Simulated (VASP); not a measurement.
# MgB15N15 (a cell with a defect) (Mg_B-V_N) in VASP: further runs, part 2 of 2

VASP 6.6.1.

## 4. Single point, r2SCAN

File POSCAR:

```
MgB15N15
1.0
   -3.6241103844      3.6241103844     -3.6241103844
    3.6241103844      3.6241103844      3.6241103844
    3.6241103844     -3.6241103844     -3.6241103844
B Mg N
15 1 15
Direct
   -0.0016113169     -0.0010066637     -0.0604032856
    0.0105971477      0.2579762886      0.7551473057
    0.0106102024      0.5039263180      0.5091885915
   -0.0015731780      0.6883967159      0.2502602952
    0.2573565101      0.0112556326      0.7551640288
    0.2573411667      0.5039112112      0.2624322009
    0.2430001938      0.7494556388      0.0006807665
    0.5033168922      0.0112517358      0.5091852708
    0.5032978360      0.2579781442      0.2624478446
    0.4986631437      0.4992867621      0.0057381987
    0.4986568512      0.7545397119      0.7504923793
    0.6877851547     -0.0009842270      0.2502260673
    0.7488611982      0.2436110168      0.0007004080
    0.7539098971      0.4992713462      0.7505124027
    0.7488263497      0.7494548347      0.4948296817
    0.1792085946      0.1798541928      0.4310536297
    0.0000552124      0.2482953253      0.0097879946
    0.0075733804      0.5054710145      0.7567006008
    0.0000535233      0.7585690768      0.4995437414
    0.2476765997      0.0006623581      0.0097914431
    0.2529387819      0.2535766587      0.7794953816
    0.2529306676      0.5282962662      0.5047611981
    0.2477020276      0.7585710152      0.2518996408
    0.5048639762      0.0081916411      0.7567000217
    0.5276474318      0.2535757510      0.5047832429
    0.5048444980      0.5054729636      0.2594070662
    0.5027239844      0.7534889040      0.0047018322
    0.7579456189      0.0006715851      0.4995163801
    0.7579493937      0.2483168009      0.2519053347
    0.7528908914      0.5033484838      0.0047286905
    0.7528579305      0.7534759507      0.7545486824
```

File INCAR.step1:

```
SYSTEM = MgB15N15
ALGO = Normal ; EDIFF = 1E-4
ENCUT = 520 ; GGA = PE
ISMEAR = -1 ; LASPH = .True.
LCHARG = .False. ; LREAL = Auto
LWAVE = .True. ; NBANDS = 82
NELECT = 120.0 ; NELM = 80
PREC = Accurate ; SIGMA = 0.01
```

File INCAR.step2:

```
SYSTEM = MgB15N15
ALGO = Normal ; EDIFF = 1E-6
ENCUT = 520 ; ISIF = 2
ISMEAR = -1 ; ISTART = 1
LASPH = .True. ; LCHARG = .False.
LMIXTAU = .True. ; LREAL = Auto
LWAVE = .False. ; METAGGA = R2SCAN
NBANDS = 82 ; NELECT = 120.0
NELM = 80 ; PREC = Accurate
SIGMA = 0.01
```

File KPOINTS:

```
Automatic mesh
0
Gamma
  1 1 1
  0.25 0.25 0.25
```

Potentials or basis: VASP PAW PBE potentials, release 64 (B, Mg, N).

The run is started by

```console
> cat potpaw_PBE.64/B/POTCAR potpaw_PBE.64/Mg/POTCAR potpaw_PBE.64/N/POTCAR > POTCAR
> cp INCAR.step1 INCAR
> mpirun -np 1 vasp_std > vasp.out
> cp INCAR.step2 INCAR
> mpirun -np 1 vasp_std > vasp.out
```

OUTCAR:

```text
SYSTEM = MgB15N15
   EDIFF = 1E-6
   ENCUT = 520
   ISIF = 2
   ISMEAR = -1
   ISTART = 1
   LASPH = .True.
   LREAL = Auto
   METAGGA = R2SCAN
   NELECT = 120.0
   NELM = 80
   PREC = Accurate

 ion  position               nearest neighbor table
   1  0.998  0.999  0.940-  31 1.46  20 1.47  17 1.47  16 2.56
   2  0.011  0.258  0.755-  21 1.49  18 1.56  28 1.60  17 1.64  16 2.57
   3  0.011  0.504  0.509-  22 1.49  18 1.56  29 1.60  19 1.64  16 2.57
   4  0.998  0.688  0.250-  30 1.46  23 1.47  19 1.47  16 2.56
   5  0.257  0.011  0.755-  21 1.49  24 1.56  19 1.60  20 1.64  16 2.57
   6  0.257  0.504  0.262-  22 1.49  26 1.56  17 1.60  23 1.64  16 2.57
   7  0.243  0.749  0.001-  18 1.51  20 1.55  23 1.55  27 1.61
   8  0.503  0.011  0.509-  25 1.49  24 1.56  23 1.60  28 1.64  16 2.57
   9  0.503  0.258  0.262-  25 1.49  26 1.56  20 1.60  29 1.64  16 2.57
  10  0.499  0.499  0.006-  21 1.51  26 1.57  27 1.59  30 1.59
  11  0.499  0.755  0.750-  22 1.51  24 1.57  31 1.59  27 1.59
  12  0.688  0.999  0.250-  27 1.46  29 1.47  28 1.47  16 2.56
  13  0.749  0.244  0.001-  24 1.51  17 1.55  29 1.55  30 1.61
  14  0.754  0.499  0.751-  25 1.51  18 1.57  30 1.59  31 1.59
  15  0.749  0.749  0.495-  26 1.51  28 1.55  19 1.55  31 1.61
  16  0.179  0.180  0.431-  25 1.93  21 1.93  22 1.93  12 2.56   1 2.56   4 2.56   3 2.57   6 2.57
                             9 2.57   2 2.57   5 2.57   8 2.57
  17  0.000  0.248  0.010-   1 1.47  13 1.55   6 1.60   2 1.64
  18  0.008  0.505  0.757-   7 1.51   2 1.56   3 1.56  14 1.57
  19  0.000  0.759  0.500-   4 1.47  15 1.55   5 1.60   3 1.64
  20  0.248  0.001  0.010-   1 1.47   7 1.55   9 1.60   5 1.64
  21  0.253  0.254  0.779-   5 1.49   2 1.49  10 1.51  16 1.93
  22  0.253  0.528  0.505-   6 1.49   3 1.49  11 1.51  16 1.93
  23  0.248  0.759  0.252-   4 1.47   7 1.55   8 1.60   6 1.64
  24  0.505  0.008  0.757-  13 1.51   5 1.56   8 1.56  11 1.57
  25  0.528  0.254  0.505-   8 1.49   9 1.49  14 1.51  16 1.93
  26  0.505  0.505  0.259-  15 1.51   6 1.56   9 1.56  10 1.57
  27  0.503  0.753  0.005-  12 1.46  10 1.59  11 1.59   7 1.61
  28  0.758  0.001  0.500-  12 1.47  15 1.55   2 1.60   8 1.64
  29  0.758  0.248  0.252-  12 1.47  13 1.55   3 1.60   9 1.64
  30  0.753  0.503  0.005-   4 1.46  14 1.59  10 1.59  13 1.61
  31  0.753  0.753  0.755-   1 1.46  11 1.59  14 1.59  15 1.61

  LATTYP: Found a body centered cubic cell.
 ALAT       =     7.2482207688

  Lattice vectors:

 A1 = (  -3.6241103844,   3.6241103844,  -3.6241103844)
 A2 = (   3.6241103844,   3.6241103844,   3.6241103844)
 A3 = (   3.6241103844,  -3.6241103844,  -3.6241103844)

Analysis of symmetry for initial positions (statically):
=====================================================================
 Subroutine PRICEL returns:
 Original cell was already a primitive cell.

 Routine SETGRP: Setting up the symmetry group for a
 body centered cubic supercell.

 Subroutine GETGRP returns: Found  1 space group operations
 (whereof  1 operations were pure point group operations)
 out of a pool of 48 trial point group operations.

The static configuration has the point symmetry C_1 .

Analysis of symmetry for dynamics (positions and initial velocities):
=====================================================================
 Subroutine PRICEL returns:
 Original cell was already a primitive cell.

 Routine SETGRP: Setting up the symmetry group for a
 body centered cubic supercell.

 Subroutine GETGRP returns: Found  1 space group operations
 (whereof  1 operations were pure point group operations)
 out of a pool of 48 trial point group operations.

The dynamic configuration has the point symmetry C_1 .
[... 116 lines left out ...]
   number of dos      NEDOS =    301   number of ions     NIONS =     31
   total plane-waves  NPLWV = 110592
   dimension x,y,z NGX =    48 NGY =   48 NGZ =   48
   dimension x,y,z NGXF=    96 NGYF=   96 NGZF=   96
   ions per type =              15   1  15
   NGX,Y,Z   is equivalent  to a cutoff of  12.71, 12.71, 12.71 a.u.
[... 20 lines left out ...]
   TEBEG  =    0.0;   TEEND  =   0.0 temperature during run
   PSTRESS=    0.0 pullay stress
   NELECT =     120.0000    total number of electrons
   NUPDOWN=      -1.0000    fix difference up-down
   EMIN   =  10.00;   EMAX   =-10.00  energy-range for DOS
   EFERMI =   0.00;   METHOD = LEGACY
   ISMEAR =    -1;   SIGMA  =   0.01  broadening in eV -4-tet -1-fermi 0-gaus
   EFERMI_NEDOS =   21; number of points for ismear=-14 and -15
   IALGO  =     38    algorithm
   IMIX   =      4    mixing-type and parameters
     AMIX     =   0.40;   BMIX     =  1.00
     AMIX_MAG =   1.60;   BMIX_MAG =  1.00
  volume/ion in A,a.u.               =       6.14        41.45
  Fermi-wavevector in a.u.,A,eV,Ry     =   1.403612  2.652443 26.805212  1.970127
  Thomas-Fermi vector in A             =   2.526257
   LORBIT       =      0    0 simple, 1 ext, 2 COOP (PROOUT), +10 PAW based schemes
   METAGGA = R2SCAN    functional components
   LHFCALC =     F    Hartree Fock is set to
   AEXX    =    0.0000 exact exchange contribution
   IVDW    =     0    specifies the selected vdW correction
   LEPSILON=     F    determine dielectric tensor
   LRPA    =     F    only Hartree local field effects (RPA)
 non-spin polarized calculation
  energy-cutoff  :      520.00
  volume of cell :      190.40
 maximum number of plane-waves:      5072
 NGX is ok and might be reduce to    48
   NGX = 23   NGY = 23   NGZ = 23

 number of electron     120.0000005 magnetization

 Free energy of the ion-electron system (eV)
  ---------------------------------------------------
  ext. energy  EPLUGINS =         0.00000000
  ---------------------------------------------------
  free energy    TOTEN  =      -301.67102926 eV

  energy without entropy =     -301.67102926  energy(sigma->0) =     -301.67102926

 E-fermi :   7.4226     XC(G=0): -13.2582

 val. band max:        7.0947225942   @ k =   0.2500   0.2500   0.2500
 cond. band min:       8.6584454687   @ k =   0.2500   0.2500   0.2500
 fundamental gap:      1.5637228745
 Fermi energy:         7.4225801970

 k-point     1 :       0.2500    0.2500    0.2500
  band No.  band energies     occupation
      1     -12.9012      2.00000
      2     -12.9010      2.00000
      3     -12.7156      2.00000
      4     -11.9324      2.00000
      5      -9.9801      2.00000
      6      -9.9799      2.00000
[... 64 lines left out ...]
     71      15.7281      0.00000
     72      15.7283      0.00000
 [bands above 72 left out]

------------------------ aborting loop because EDIFF is reached ----------------------------------------

  FORCE on cell =-STRESS in cart. coord.  units (eV):
  Direction    XX          YY          ZZ          XY          YZ          ZX
  --------------------------------------------------------------------------------------
  -------------------------------------------------------------------------------------
  Total       -7.5955775     -7.5998309     -7.5926436     -4.0304693      4.0360946      4.0336316
  in kB      -63.9156396    -63.9514317    -63.8909513    -33.9157919     33.9631279     33.9424022
  external PRESSURE =     -63.9193408 kB  Pullay stress =       0.0000000 kB

 VOLUME and BASIS-vectors are now :
 -----------------------------------------------------------------------------
  energy-cutoff  :      520.00
  volume of cell :      190.40
      direct lattice vectors                 reciprocal lattice vectors
    -3.624110384  3.624110384 -3.624110384     0.000000000  0.137964893 -0.137964893
     3.624110384  3.624110384  3.624110384     0.137964893  0.137964893  0.000000000
     3.624110384 -3.624110384 -3.624110384     0.137964893  0.000000000 -0.137964893

 POSITION                                       TOTAL-FORCE (eV/Angst)
 -----------------------------------------------------------------------------------
      3.40739      3.83353     -3.40301        -0.025288     -0.030856      0.027423
      3.63327     -1.76340     -1.84021         0.003348      0.092661     -0.031361
      3.63319      0.01938     -0.05752         0.007477      0.029229     -0.091554
     -0.21661      5.20626     -2.03055        -0.026385     -0.027977      0.033182
      1.84490     -1.76332     -3.62869         0.026276      0.091369     -0.005262
      1.84468      1.80778     -0.05749         0.031008      0.005706     -0.091835
[... 23 lines left out ...]
     -0.88723      4.53561     -0.92151         0.040714      0.040378     -0.144135
      2.73681      2.72455     -2.73233         0.041814      0.145664     -0.041612
 -----------------------------------------------------------------------------------
    total drift:                               -0.000671      0.000586      0.000366

  FREE ENERGIE OF THE ION-ELECTRON SYSTEM (eV)
  ---------------------------------------------------
  free  energy   TOTEN  =      -301.6710292627 eV

  energy  without entropy=     -301.6710292627  energy(sigma->0) =     -301.67102926
```

Run time: 100 s. Hardware: 1 thread of Intel Xeon Platinum 8488C (Sapphire Rapids), shared host; peak memory 0.36 GiB.

Results:

```yaml
Free_energy: -301.6710 eV
Largest_force: 0.196 eV/Å
```

Forces on the atoms (eV/Å):
```
B   -0.025 -0.031  0.027
B    0.003  0.093 -0.031
B    0.007  0.029 -0.092
B   -0.026 -0.028  0.033
B    0.026  0.091 -0.005
B    0.031  0.006 -0.092
B   -0.024 -0.053  0.052
B    0.092  0.026 -0.006
B    0.092  0.004 -0.031
B   -0.049 -0.045  0.048
B   -0.052 -0.051  0.044
B   -0.028 -0.028  0.029
B   -0.052 -0.053  0.029
B   -0.044 -0.048  0.052
B   -0.053 -0.026  0.051
Mg   0.112  0.114 -0.113
N   -0.072 -0.038 -0.027
N    0.009  0.014 -0.012
N   -0.071  0.029  0.039
N    0.027 -0.035  0.071
N   -0.056  0.005  0.054
N   -0.056 -0.059 -0.010
N    0.026 -0.070  0.039
N    0.016  0.015 -0.008
N    0.004 -0.056  0.054
N    0.011  0.011 -0.013
N    0.146  0.041 -0.041
N   -0.037  0.028  0.071
N   -0.040 -0.072 -0.027
N    0.041  0.040 -0.144
N    0.042  0.146 -0.042
```

Caveat: the k points lie up to 1.23 Å⁻¹ apart; the cell carries a net charge on a neutralising background, which shifts energy and pressure; the cell is charged against a uniform background, so pressure and absolute levels hang on convention; the PAW data sets were made with another functional, which shifts forces and pressure a little.

## 5. Single point, PBE, collinear spin

File INCAR:

```
SYSTEM = MgB15N15
PREC = Accurate
ENCUT = 520
EDIFF = 1E-7
ISMEAR = 0
SIGMA = 0.01
LREAL = Auto
LASPH = .True.
NELM = 150
ALGO = Normal
ISIF = 2
LWAVE = .False.
LCHARG = .False.
ISPIN = 2
MAGMOM = 0.2 0.01 0 0.03 0.01 0 0 0 0 0 0 0.03 0 0 0.01 0.02 0.02 0.01 0.02 0.02 0 0 0 0.01 0 0 0 0.02 0 0 0
LORBIT = 11
NUPDOWN = 1.0
GGA = PE
NBANDS = 86
NELECT = 123.0
```

KPOINTS is that of step 4.

File POSCAR:

```
MgB15N15
1.0
   -3.6241103800      3.6241103800     -3.6241103800
    3.6241103800      3.6241103800      3.6241103800
    3.6241103800     -3.6241103800     -3.6241103800
B Mg N
15 1 15
Direct
    0.0047155558      0.0039715470     -0.0160505288
    0.0067667660      0.2533481264      0.7569350483
    0.0083345964      0.5062336232      0.5047499289
   -0.0153819215      0.7370366645      0.2502781573
    0.2540943546      0.0059983896      0.7569378684
    0.2515653091      0.5090861235      0.2565963862
    0.2508558761      0.7528925533      0.0021665266
    0.5069854808      0.0075728174      0.5047457509
    0.5098425104      0.2508022979      0.2565999969
    0.4951107600      0.4943444501     -0.0010566493
    0.5001411319      0.7518810859      0.7494075188
    0.7377724025     -0.0162019201      0.2502264302
    0.7536589161      0.2500955024      0.0021735968
    0.7526253128      0.4993581110      0.7493971420
    0.7507895813      0.7500331011      0.5043427026
    0.1769532051      0.1762495466      0.4195918153
    0.0012119805      0.2566597227      0.0017348665
    0.0078453028      0.5052304001      0.7553534138
   -0.0025303435      0.7509611007      0.5042489531
    0.2574111895      0.0004485619      0.0017348442
    0.2498198905      0.2490621786      0.7733660523
    0.2532228803      0.5296972803      0.5024353923
    0.2477492520      0.7603535353      0.2510472451
    0.5060044726      0.0070922310      0.7553646146
    0.5304237087      0.2524467303      0.5024154224
    0.5041043890      0.5033461226      0.2563944848
    0.4994404623      0.7473007063      0.0009817257
    0.7517224977     -0.0032961399      0.5042405710
    0.7611176531      0.2469888887      0.2510464511
    0.7480715592      0.4987041040      0.0009944444
    0.7518269100      0.7510750007      0.7522182841
```

The run is started by

```console
> cat potpaw_PBE.64/B/POTCAR potpaw_PBE.64/Mg/POTCAR potpaw_PBE.64/N/POTCAR > POTCAR
> mpirun -np 1 vasp_std > vasp.out
```

Run time: 83 s. Hardware: 1 thread of Intel Xeon Platinum 8488C (Sapphire Rapids), shared host; peak memory 0.41 GiB.

It converged, with:

- Free energy: -246.9571 eV
- Largest force: 0.024 eV/Å
- Net moment: 1.00 μB per cell
- Site moments: B +0.33, +0.01, +0.05, +0.00; Mg +0.04; N +0.02, +0.01, +0.00, -0.00 μB
- Valence electrons inside the program's atomic spheres: B 2.05, 2.08, 1.99, 2.04, 2.09, 2.07, 2.11; Mg 0.63; N 3.99, 3.98, 4.06, 4.07, 3.95, 3.96

Forces in eV/Å, atoms in the order of the input:
```
B   -0.005 -0.004  0.003
B   -0.006 -0.002  0.023
B    0.000 -0.017  0.001
B    0.001  0.012  0.007
B   -0.024  0.001  0.005
B   -0.012  0.006  0.004
B   -0.003  0.002 -0.004
B   -0.001 -0.016  0.000
B   -0.005  0.006  0.013
B    0.002  0.013  0.000
B    0.005 -0.003 -0.014
B   -0.001  0.015 -0.003
B    0.005  0.003  0.005
B    0.016  0.000 -0.005
B   -0.001  0.000  0.001
Mg  -0.002 -0.008 -0.002
N    0.006 -0.002 -0.014
N   -0.003 -0.004  0.003
N    0.009  0.004 -0.008
N    0.015 -0.002 -0.006
N    0.003  0.007 -0.004
N    0.005  0.007 -0.002
N    0.007 -0.003 -0.004
N   -0.002 -0.004  0.005
N    0.004  0.006 -0.007
N   -0.003 -0.004  0.003
N   -0.012 -0.002  0.006
N    0.007  0.005 -0.007
N    0.003 -0.005 -0.007
N   -0.008 -0.003  0.009
N    0.002 -0.006 -0.004
```

Caveat: the k points lie up to 1.23 Å⁻¹ apart; the cell carries a net charge on a neutralising background, which shifts energy and pressure; the cell is charged against a uniform background, so pressure and absolute levels hang on convention; the total moment is fixed, so each spin has its own Fermi level.

## 6. Single point, PBE, collinear spin

File INCAR:

```
  PREC = Accurate
  ENCUT = 520
  EDIFF = 1E-7
  ISMEAR = 0
  SIGMA = 0.01
  LREAL = Auto
  LASPH = True
  NELM = 150
  ALGO = Normal
  ISIF = 2
  LWAVE = False
  LCHARG = False
  ISPIN = 2
  MAGMOM = 0.04 0.01 0.01 0.04 0.01 0.01 0 0.01 0.01 0 0 0.04 0 0 0 0.03 0.01 0 0.01 0.01 0 0 0.01 0 0 0 0.01 0.01 0.01 0.01 0.01
  LORBIT = 11
  NUPDOWN = 1.0
  GGA = PE
  NBANDS = 86
  NELECT = 121.0
```

KPOINTS is that of step 5.

File POSCAR:

```
MgB15N15
1.0
   -3.6241103800      3.6241103800     -3.6241103800
    3.6241103800      3.6241103800      3.6241103800
    3.6241103800     -3.6241103800     -3.6241103800
B Mg N
15 1 15
Direct
   -0.0028280155     -0.0016472284     -0.0435050355
    0.0094034756      0.2569393273      0.7545828908
    0.0093447280      0.5064065497      0.5050652619
   -0.0028349760      0.7082769493      0.2464894600
    0.2557091329      0.0106143487      0.7545774843
    0.2557244625      0.5064247954      0.2587863065
    0.2461946111      0.7509353260     -0.0009042414
    0.5051661727      0.0105378529      0.5050408705
    0.5051966722      0.2569274636      0.2587499643
    0.4980834405      0.4992977046      0.0021250164
    0.4980303993      0.7538768863      0.7474448729
    0.7068938633     -0.0015296575      0.2466089092
    0.7497201234      0.2474126272     -0.0008982333
    0.7526224100      0.4991930957      0.7473828603
    0.7497431217      0.7509708492      0.4956270670
    0.1796344942      0.1808024402      0.4292374317
   -0.0002720663      0.2503210114      0.0062260568
    0.0072651738      0.5059876596      0.7541540395
   -0.0001875328      0.7580877878      0.4985298741
    0.2491267384      0.0009438626      0.0061132639
    0.2525265822      0.2538127454      0.7778179643
    0.2524278351      0.5294636989      0.5018769204
    0.2491979804      0.7578495190      0.2491146934
    0.5047501648      0.0085498135      0.7541323627
    0.5281702416      0.2536126785      0.5018068339
    0.5047994304      0.5060250076      0.2567614268
    0.5012885195      0.7528097636      0.0009297285
    0.7567896440      0.0010167176      0.4985472845
    0.7566392685      0.2504472803      0.2491467111
    0.7515201574      0.5024753294      0.0009060297
    0.7514944293      0.7527379042      0.7505674064
```

Potentials or basis: VASP PAW PBE potentials, release 64 (B, Mg, N).

The run is started by

```console
> cat potpaw_PBE.64/B/POTCAR potpaw_PBE.64/Mg/POTCAR potpaw_PBE.64/N/POTCAR > POTCAR
> mpirun -np 1 vasp_std > vasp.out
```

It took 84 s on 1 thread of Intel Xeon Platinum 8488C (Sapphire Rapids), shared host; peak memory 0.4 GiB.

The run converged. Its results:

```
Free energy                                           : -265.2166 eV
Largest force                                         : 0.034 eV/Å
Net moment                                            : 1.00 μB per cell
Site moments                                          : B +0.08, +0.01, +0.00; Mg +0.06; N +0.01, -0.00, +0.00 μB
Valence electrons inside the program's atomic spheres : B 2.07, 2.02, 2.06; Mg 0.56; N 3.96, 3.97, 4.06, 4.05
```

Forces in eV/Å, atoms in the order of the input:
```
B    0.004 -0.015  0.002
B    0.013 -0.015  0.016
B    0.005 -0.015  0.008
B    0.003  0.004  0.007
B   -0.012 -0.006 -0.002
B   -0.019 -0.009  0.004
B   -0.005  0.005 -0.007
B   -0.002 -0.017 -0.002
B   -0.001 -0.005  0.022
B    0.001  0.022  0.005
B   -0.006 -0.001 -0.013
B   -0.027  0.011 -0.004
B    0.009  0.004  0.006
B    0.024 -0.004  0.010
B    0.004  0.000 -0.004
Mg  -0.018 -0.007  0.028
N    0.011  0.023  0.003
N   -0.010  0.002 -0.001
N    0.015 -0.008 -0.012
N    0.002  0.015 -0.019
N    0.000 -0.007 -0.014
N    0.006  0.011 -0.002
N    0.010  0.020 -0.002
N   -0.003 -0.003 -0.001
N    0.000  0.016 -0.014
N   -0.004 -0.003  0.003
N   -0.008 -0.014  0.004
N    0.016 -0.004 -0.020
N    0.004  0.020 -0.008
N   -0.009 -0.007  0.010
N   -0.004 -0.015 -0.003
```

Caveat: the k points lie up to 1.23 Å⁻¹ apart; the cell carries a net charge on a neutralising background, which shifts energy and pressure; the cell is charged against a uniform background, so pressure and absolute levels hang on convention; the total moment is fixed, so each spin has its own Fermi level.
